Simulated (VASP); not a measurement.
# AlCu (P4mm) in VASP: a series of runs

Runs on AlCu. Level: PBEsol. Tasks: single point.

Program: VASP 6.6.1. These are calculated values, not measurements. Logs are shortened: lines on timing, memory, paths and dates and some standing lists are left out, and cuts for length are marked.

### Step 1. The cell of the first run

The structure is tetragonal, space group P4mm (No. 99). Conventional cell: a = 2.998 Å, b = 2.998 Å, c = 2.998 Å, α = 90.00°, β = 90.00°, γ = 90.00°. Within 3.3 Å of Al (site symmetry 4mm) lie 8 Cu at 2.53 to 2.67 Å and 6 Al at 3.00 Å. Cu (site symmetry 4mm) has 8 Al at 2.53 to 2.67 Å and 6 Cu at 3.00 Å within 3.3 Å.

### Step 2. Single point, PBEsol

INCAR

```
PREC = Accurate ; ENCUT = 520
EDIFF = 1E-6 ; ISMEAR = 0
SIGMA = 0.15 ; LREAL = False
LASPH = True ; NELM = 100
ALGO = Fast ; ISIF = 2
LWAVE = False ; LCHARG = True
GGA = PS ; LELF = True
LVHAR = True ; NBANDS = 14
```

KPOINTS

```
Automatic mesh
0
Gamma
  16 16 16
```

POSCAR

```
AlCu
1.0
    2.9975090000      0.0000000000      0.0000000000
    0.0000000000      2.9975090000      0.0000000000
    0.0000000000      0.0000000000      2.9975090000
Al Cu
1 1
Direct
   -0.0417012926      0.0000000000      0.0000000000
    0.5000000000      0.5000000000      0.5000000000
```

Potentials or basis: VASP PAW PBE potentials, release 64 (Al, Cu).

Started as:

```console
$ cat potpaw_PBE.64/Al/POTCAR potpaw_PBE.64/Cu/POTCAR > POTCAR
$ mpirun -np 1 vasp_std > vasp.out
```

OUTCAR:

```text
PREC = Accurate
   ENCUT = 520
   EDIFF = 1E-6
   ISMEAR = 0
   LREAL = False
   LASPH = True
   NELM = 100
   ISIF = 2
   GGA = PS

 ion  position               nearest neighbor table
   1  0.958  0.000  0.000-   2 2.53   2 2.53   2 2.53   2 2.53   2 2.67   2 2.67   2 2.67   2 2.67

   2  0.500  0.500  0.500-   1 2.53   1 2.53   1 2.53   1 2.53   1 2.67   1 2.67   1 2.67   1 2.67

  LATTYP: Found a simple cubic cell.
 ALAT       =     2.9975090000

  Lattice vectors:

 A1 = (   2.9975090000,   0.0000000000,   0.0000000000)
 A2 = (   0.0000000000,   2.9975090000,   0.0000000000)
 A3 = (   0.0000000000,   0.0000000000,   2.9975090000)

Analysis of symmetry for initial positions (statically):
=====================================================================
 Subroutine PRICEL returns:
 Original cell was already a primitive cell.

 Routine SETGRP: Setting up the symmetry group for a
 simple cubic supercell.

 Subroutine GETGRP returns: Found  8 space group operations
 (whereof  8 operations were pure point group operations)
 out of a pool of 48 trial point group operations.

The static configuration has the point symmetry C_4v.

Analysis of symmetry for dynamics (positions and initial velocities):
=====================================================================
 Subroutine PRICEL returns:
 Original cell was already a primitive cell.

 Routine SETGRP: Setting up the symmetry group for a
 simple cubic supercell.

 Subroutine GETGRP returns: Found  8 space group operations
 (whereof  8 operations were pure point group operations)
 out of a pool of 48 trial point group operations.

The dynamic configuration has the point symmetry C_4v.

 Subroutine INISYM returns: Found  8 space group operations
 (whereof  8 operations are pure point group operations),
 and found     1 'primitive' translations

----------------------------------------------------------------------------------------

                                     Primitive cell

  volume of cell :      26.9328

  direct lattice vectors                    reciprocal lattice vectors
     2.997509000  0.000000000  0.000000000     0.333610341  0.000000000  0.000000000
     0.000000000  2.997509000  0.000000000     0.000000000  0.333610341  0.000000000
     0.000000000  0.000000000  2.997509000     0.000000000  0.000000000  0.333610341

  length of vectors
     2.997509000  2.997509000  2.997509000     0.333610341  0.333610341  0.333610341

  position of ions in fractional coordinates (direct lattice)
     0.958298707  0.000000000  0.000000000
     0.500000000  0.500000000  0.500000000

  ion indices of the primitive-cell ions
   primitive index   ion index
                 1           1
                 2           2

----------------------------------------------------------------------------------------

 KPOINTS: Automatic mesh

Automatic generation of k-mesh.
 Grid dimensions read from file:
 generate k-points for:   16   16   16

 Generating k-lattice:

  Cartesian coordinates                     Fractional coordinates (reciprocal lattice)
     0.020850646  0.000000000  0.000000000     0.062500000  0.000000000  0.000000000
     0.000000000  0.020850646  0.000000000     0.000000000  0.062500000  0.000000000
     0.000000000  0.000000000  0.020850646     0.000000000  0.000000000  0.062500000

  Length of vectors
     0.020850646  0.020850646  0.020850646

  Shift w.r.t. Gamma in fractional coordinates (k-lattice)
     0.000000000  0.000000000  0.000000000

 Subroutine IBZKPT returns following result:
 ===========================================

 Found    405 irreducible k-points:

 Following reciprocal coordinates:
            Coordinates               Weight
  0.000000  0.000000  0.000000      1.000000
  0.062500  0.000000  0.000000      2.000000
  0.000000  0.062500  0.000000      4.000000
  0.125000  0.000000  0.000000      2.000000
  0.000000  0.125000  0.000000      4.000000
  0.187500  0.000000  0.000000      2.000000
[... 16 lines left out ...]
  0.187500  0.062500  0.000000      8.000000
  0.000000  0.187500  0.062500      8.000000
 [... further k-points ...]
   k-points           NKPTS =    405   k-points in BZ     NKDIM =    405   number of bands    NBANDS=     14
   number of dos      NEDOS =    301   number of ions     NIONS =      2
   total plane-waves  NPLWV =  13824
   dimension x,y,z NGX =    24 NGY =   24 NGZ =   24
   dimension x,y,z NGXF=    48 NGYF=   48 NGZF=   48
   ions per type =               1   1
   NGX,Y,Z   is equivalent  to a cutoff of  13.31, 13.31, 13.31 a.u.
   NGXF,Y,Z  is equivalent  to a cutoff of  26.62, 26.62, 26.62 a.u.
 SYSTEM =  unknown system
   PREC   = accura    normal or accurate (medium, high low for compatibility)
   ISTART =      0    job   : 0-new  1-cont  2-samecut
   ICHARG =      2    charge: 1-file 2-atom 10-const
   ISPIN  =      1    spin polarized calculation?
   LNONCOLLINEAR =      F non collinear calculations
   LSORBIT =      F    spin-orbit coupling
   LASPH  =      T    aspherical Exc in radial PAW
   ENCUT  =  520.0 eV  38.22 Ry    6.18 a.u.   5.57  5.57  5.57*2*pi/ulx,y,z
   NELM   =    100;   NELMIN=  2; NELMDL= -5     # of ELM steps
   EDIFF  = 0.1E-05   stopping-criterion for ELM
   LREAL  =      F    real-space projection
   EDIFFG = 0.1E-04   stopping-criterion for IOM
   NSW    =      0    number of steps for IOM
   IBRION =     -1    ionic relax: 0-MD 1-quasi-New 2-CG
   NFREE  =      0    steps in history (QN), initial steepest desc. (CG)
   ISIF   =      2    stress and relaxation
   ISYM   =      2    0-nonsym 1-usesym 2-fastsym
   POTIM  = 0.5000    time-step for ionic-motion
   TEBEG  =    0.0;   TEEND  =   0.0 temperature during run
   PSTRESS=    0.0 pullay stress
   NELECT =      14.0000    total number of electrons
   NUPDOWN=      -1.0000    fix difference up-down
   EMIN   =  10.00;   EMAX   =-10.00  energy-range for DOS
   EFERMI =   0.00;   METHOD = LEGACY
   ISMEAR =     0;   SIGMA  =   0.15  broadening in eV -4-tet -1-fermi 0-gaus
   EFERMI_NEDOS =   21; number of points for ismear=-14 and -15
   IALGO  =     68    algorithm
   IMIX   =      4    mixing-type and parameters
     AMIX     =   0.40;   BMIX     =  1.00
     AMIX_MAG =   1.60;   BMIX_MAG =  1.00
  volume/ion in A,a.u.               =      13.47        90.88
  Fermi-wavevector in a.u.,A,eV,Ry     =   1.316306  2.487459 23.574307  1.732663
  Thomas-Fermi vector in A             =   2.446428
   LORBIT       =      0    0 simple, 1 ext, 2 COOP (PROOUT), +10 PAW based schemes
   GGA     = PS    functional components
   LHFCALC =     F    Hartree Fock is set to
   AEXX    =    0.0000 exact exchange contribution
   IVDW    =     0    specifies the selected vdW correction
   LEPSILON=     F    determine dielectric tensor
   LRPA    =     F    only Hartree local field effects (RPA)
 non-spin polarized calculation
 RMM-DIIS sequential band-by-band and
 Gauss-broadening in eV      SIGMA  =   0.15
  energy-cutoff  :      520.00
  volume of cell :       26.93
 maximum number of plane-waves:       743
 NGX is ok and might be reduce to    24
   NGX = 11   NGY = 11   NGZ = 11

 number of electron      14.0000020 magnetization

 Free energy of the ion-electron system (eV)
  ---------------------------------------------------
  ext. energy  EPLUGINS =         0.00000000
  ---------------------------------------------------
  free energy    TOTEN  =        -8.67410734 eV

  energy without entropy =       -8.66736349  energy(sigma->0) =       -8.67073542

 E-fermi :   8.9543     XC(G=0): -11.6057

 val. band max:        8.9418818018   @ k =   0.3750   0.3750   0.1875
 cond. band min:       8.9544498339   @ k =   0.0000   0.3125   0.3125
 fundamental gap:      0.0125680321
 Fermi energy:         8.9542863770

 k-point     1 :       0.0000    0.0000    0.0000
  band No.  band energies     occupation
      1      -2.5179      2.00000
      2       4.0585      2.00000
      3       4.0682      2.00000
      4       5.0672      2.00000
      5       5.0778      2.00000
      6       5.0778      2.00000
      7      12.7875      0.00000
      8      12.7875      0.00000
      9      12.8156      0.00000
     10      15.2756      0.00000
     11      15.2847      0.00000
     12      18.8879      0.00000
     13      27.2326      0.00000
     14      27.2573      0.00000

 k-point     2 :       0.0625    0.0000    0.0000
  band No.  band energies     occupation
      1      -2.4519      2.00000
      2       4.0682      2.00000
      3       4.0715      2.00000
      4       5.0596      2.00000
      5       5.0596      2.00000
      6       5.0692      2.00000
      7      11.9914      0.00000
      8      12.8670      0.00000
      9      12.8670      0.00000
     10      15.3084      0.00000
     11      15.9783      0.00000
     12      19.1655      0.00000
     13      26.3898      0.00000
     14      26.3899      0.00000

 k-point     3 :       0.0000    0.0625    0.0000
  band No.  band energies     occupation
      1      -2.4518      2.00000
      2       4.0629      2.00000
      3       4.0770      2.00000
      4       5.0482      2.00000
      5       5.0596      2.00000
      6       5.0802      2.00000
      7      11.9660      0.00000
      8      12.8675      0.00000
      9      12.9064      0.00000
     10      15.3012      0.00000
     11      15.9632      0.00000
     12      19.1741      0.00000
     13      26.4123      0.00000
     14      26.4329      0.00000

 k-point     4 :       0.1250    0.0000    0.0000
  band No.  band energies     occupation
      1      -2.2546      2.00000
      2       4.0745      2.00000
      3       4.0961      2.00000
      4       5.0085      2.00000
      5       5.0085      2.00000
      6       5.0748      2.00000
      7      10.5699      0.00000
      8      13.1021      0.00000
      9      13.1021      0.00000
     10      15.3789      0.00000
     11      16.9336      0.00000
     12      20.1011      0.00000
     13      24.9427      0.00000
     14      24.9427      0.00000

 k-point     5 :       0.0000    0.1250    0.0000
  band No.  band energies     occupation
      1      -2.2541      2.00000
      2       4.0669      2.00000
      3       4.1041      2.00000
      4       4.9965      2.00000
      5       5.0089      2.00000
      6       5.0858      2.00000
      7      10.5532      0.00000
      8      13.1040      0.00000
      9      13.1419      0.00000
     10      15.3710      0.00000
     11      16.8925      0.00000
[... 276 lines left out ...]
 k-point    22 :       0.0625    0.0000    0.1250
  band No.  band energies     occupation
      1      -2.1886      2.00000
      2       4.0778      2.00000
      3       4.1091      2.00000
      4       4.9879      2.00000
      5       4.9979      2.00000
      6       5.0690      2.00000
      7      10.6068      0.00000
      8      12.3230      0.00000
      9      13.1822      0.00000
     10      15.8472      0.00000
     11      17.2873      0.00000
     12      20.2719      0.00000
     13      24.0949      0.00000
     14      24.9957      0.00000

 k-point    23 :       0.1875    0.0625    0.0000
  band No.  band energies     occupation
      1      -1.8629      2.00000
      2       4.0668      2.00000
      3       4.1433      2.00000
      4       4.9117      2.00000
      5       4.9365      2.00000
      6       5.0665      2.00000
      7       9.1987      0.02120
      8      12.6392      0.00000
      9      13.5606      0.00000
     10      15.9938      0.00000
     11      18.0392      0.00000
     12      21.6943      0.00000
     13      22.6510      0.00000
     14      23.5074      0.00000

 k-point    24 :       0.0000    0.1875    0.0625
  band No.  band energies     occupation
      1      -1.8616      2.00000
      2       4.0600      2.00000
      3       4.1509      2.00000
      4       4.8985      2.00000
      5       4.9377      2.00000
      6       5.0774      2.00000
      7       9.1864      0.02862
      8      12.6314      0.00000
      9      13.6159      0.00000
     10      15.9663      0.00000
     11      17.9998      0.00000
     12      21.7612      0.00000
     13      22.5947      0.00000
     14      23.5885      0.00000

 [... further k-points ...]
[... 5 lines left out ...]
  --------------------------------------------------------------------------------------
  -------------------------------------------------------------------------------------
  Total       -0.8324645     -0.7458840     -0.7458840      0.0000000     -0.0000000     -0.0000000
  in kB      -49.5216143    -44.3711205    -44.3711205      0.0000000     -0.0000000     -0.0000000
  external PRESSURE =     -46.0879518 kB  Pullay stress =       0.0000000 kB

 VOLUME and BASIS-vectors are now :
 -----------------------------------------------------------------------------
  energy-cutoff  :      520.00
  volume of cell :       26.93
      direct lattice vectors                 reciprocal lattice vectors
     2.997509000  0.000000000  0.000000000     0.333610341  0.000000000  0.000000000
     0.000000000  2.997509000  0.000000000     0.000000000  0.333610341  0.000000000
     0.000000000  0.000000000  2.997509000     0.000000000  0.000000000  0.333610341

 POSITION                                       TOTAL-FORCE (eV/Angst)
 -----------------------------------------------------------------------------------
      2.87251      0.00000      0.00000         0.464227      0.000000     -0.000000
      1.49875      1.49875      1.49875        -0.464227     -0.000000      0.000000
 -----------------------------------------------------------------------------------
    total drift:                                0.001316      0.000000     -0.000000

  FREE ENERGIE OF THE ION-ELECTRON SYSTEM (eV)
  ---------------------------------------------------
  free  energy   TOTEN  =        -8.6741073448 eV

  energy  without entropy=       -8.6673634940  energy(sigma->0) =       -8.67073542
```

It took 80 s on 1 thread of Intel Xeon 6975P-C, shared host; peak memory 0.27 GiB.

What came out:

| Quantity | Value |
| --- | --- |
| Free energy | -8.6741 eV |
| Pressure | -4.6 GPa |
| Largest force | 0.464 eV/Å |
| Band gap on the k mesh | zero (band 7 reaches 12.79 eV, above the bottom of band 8 at 8.10 eV) |

Forces in eV/Å, atoms in the order of the input:
```
Al   0.464  0.000  0.000
Cu  -0.464  0.000  0.000
```

Stress tensor (GPa, compression positive):
```
-4.95  0.00  0.00
 0.00 -4.44  0.00
 0.00  0.00 -4.44
```

Caveat: the cell differs from its parent crystal (all Al atoms moved +0.125 Å, as atom 1 towards its neighbour atom 1 (Al) at 2.998 Å); the PAW data sets were made with another functional, which shifts forces and pressure a little.

### Step 3. Single point, PBEsol

INCAR

```
SYSTEM = AlCu
PREC = Accurate
ENCUT = 520
EDIFF = 1E-6
ISMEAR = 0
SIGMA = 0.15
LREAL = .False.
LASPH = .True.
NELM = 100
ALGO = Fast
ISIF = 2
LWAVE = .False.
LCHARG = .True.
GGA = PS
LELF = .True.
LVHAR = .True.
NBANDS = 14
```

KPOINTS

```
Automatic mesh
0
Gamma
  16 16 16
  0 0 0
```

POSCAR: that of step 2 with these lines changed.

```diff
@@ -8,3 +8,3 @@
 Direct
-   -0.0417012926      0.0000000000      0.0000000000
+   -0.0208506463      0.0000000000      0.0000000000
     0.5000000000      0.5000000000      0.5000000000
```

Potentials or basis: VASP PAW PBE potentials, release 64 (Al, Cu).

Started as:

```console
$ cat potpaw_PBE.64/Al/POTCAR potpaw_PBE.64/Cu/POTCAR > POTCAR
$ mpirun -np 1 vasp_std > vasp.out
```

Run time: 71 s. Hardware: 1 thread of Intel Xeon 6975P-C, shared host; peak memory 0.27 GiB.

Results (log left out):

```yaml
Free_energy: -8.6959 eV
Pressure: -4.7 GPa
Largest_force: 0.232 eV/Å
Band_gap_on_the_k_mesh: zero (band 7 reaches 12.79 eV, above the bottom of band 8 at 8.11 eV)
```

Forces in eV/Å, atoms in the order of the input:
```
Al   0.232  0.000  0.000
Cu  -0.232  0.000  0.000
```

Stress tensor (GPa, compression positive):
```
-4.79  0.00  0.00
 0.00 -4.67  0.00
 0.00  0.00 -4.67
```

Levels at points of the mesh, in eV from the Fermi level:
| k point | band 4 | band 5 | band 6 | band 7 | band 8 | band 9 | band 10 | band 11 |
| --- | --- | --- | --- | --- | --- | --- | --- | --- |
| (0.00, 0.00, 0.00) | -3.87 | -3.87 | -3.87 | 3.83 | 3.83 | 3.84 | 6.32 | 6.32 |
| (0.50, 0.00, 0.00) | -4.30 | -4.30 | -3.82 | -3.13 | 7.22 | 8.01 | 8.01 | 8.55 |
| (0.00, 0.50, 0.00) | -4.31 | -4.30 | -3.82 | -3.14 | 7.21 | 8.05 | 8.07 | 8.48 |
| (0.50, 0.50, 0.00) | -4.20 | -3.71 | -3.70 | -3.49 | -0.84 | -0.14 | 10.11 | 12.79 |
| (0.00, 0.50, 0.50) | -4.21 | -3.69 | -3.69 | -3.49 | -0.85 | -0.13 | 10.12 | 12.70 |
| (0.50, 0.50, 0.50) | -3.48 | -3.47 | 0.73 | 0.73 | 0.75 | 1.79 | 2.21 | 2.21 |

Caveat: the cell differs from its parent crystal (all Al atoms moved +0.062 Å, as atom 1 towards its neighbour atom 1 (Al) at 2.998 Å); the PAW data sets were made with another functional, which shifts forces and pressure a little.
